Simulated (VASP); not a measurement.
## ReOs: single point with LDA

The system is ReOs.

```
Re Os
1.0
     2.75733    0.00000    0.00000
    -1.37867    2.38792    0.00000
     0.00000    0.00000    4.38243
Re Os
1 1
Direct
  0.66667 0.33333 0.50000
  0.00000 0.00000 0.00000
```

```json
{
  "Program": "VASP 6.6.1",
  "Task": "single point",
  "Functional": "LDA",
  "Potentials or basis": "VASP PAW LDA potentials, release 64 (Re, Os)",
  "Cutoff": "520 eV",
  "k mesh": "12 × 12 × 7",
  "Occupations": "fermi-dirac, width 0.05 eV",
  "Spin": "no spin polarisation"
}
```

```
Pressure               : -11.8 GPa
Band gap on the k mesh : zero (an odd number of electrons rules out a gap without spin polarisation)
```

Stress tensor (GPa, compression positive):
```
-11.50   0.00   0.00
  0.00 -11.50   0.00
  0.00   0.00 -12.56
```

Levels at points of the mesh, in eV from the Fermi level:
| k point | band 5 | band 6 | band 7 | band 8 | band 9 | band 10 |
| --- | --- | --- | --- | --- | --- | --- |
| (0.00, 0.00, 0.00) | -2.10 | -1.26 | -1.26 | -0.81 | -0.81 | 0.54 |
| (0.50, 0.00, 0.00) | -2.23 | -1.86 | -1.16 | 2.42 | 3.61 | 4.05 |

It took 34 s on 1 thread of Intel Xeon 8259CL, on a shared host, peak memory 0.17 GiB.

Caveat: the cell stands under tension; spin-orbit coupling is left out, which moves the levels of the heavy elements.
